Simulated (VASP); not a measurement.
Input of a VASP 6.6.1 run:

POSCAR

```
TlCl
1.0
    3.7936346894      0.0000000000      0.0000000000
    0.0000000000      3.7936346894      0.0000000000
    0.0000000000      0.0000000000      3.7936346894
Tl Cl
1 1
Direct
    0.0000000000      0.0000000000      0.0000000000
    0.5000000000      0.5000000000      0.5000000000
```

The input INCAR.step1:

```
SYSTEM = TlCl
PREC = Accurate
ENCUT = 550
ISMEAR = 0
SIGMA = 0.01
LREAL = .False.
LASPH = .True.
NELM = 120
NBANDS = 17
GGA = PE
ALGO = Normal
EDIFF = 1E-5
LWAVE = .True.
LCHARG = .False.
GGA_COMPAT = .False.
```

File INCAR.step2:

```
SYSTEM = TlCl
PREC = Accurate
ENCUT = 550
EDIFF = 1E-6
ISMEAR = 0
SIGMA = 0.01
LREAL = .False.
LASPH = .True.
NELM = 120
ALGO = Normal
ISIF = 2
LWAVE = .False.
LCHARG = .False.
METAGGA = R2SCAN
LMIXTAU = .True.
NBANDS = 17
ISTART = 1
GGA_COMPAT = .False.
```

The input KPOINTS:

```
regular mesh
0
Gamma
  4 4 4
  0 0 0
```

Potentials or basis: VASP PAW PBE potentials, release 64 (Tl_d, Cl).

The run is started by

```bash
$ cat potpaw_PBE.64/Tl_d/POTCAR potpaw_PBE.64/Cl/POTCAR > POTCAR
$ cp INCAR.step1 INCAR
$ mpirun -np 1 vasp_std > vasp.out
$ cp INCAR.step2 INCAR
$ mpirun -np 1 vasp_std > vasp.out
```

Q: Predict the pressure.

A: 1.1 GPa.

Q: Estimate the band gap on the k mesh.

A: 2.42 eV, direct.

Caveat: the PAW data sets were made with another functional, which shifts forces and pressure a little; spin-orbit coupling is left out, which moves the levels of the heavy elements. A k mesh can miss the band edges.
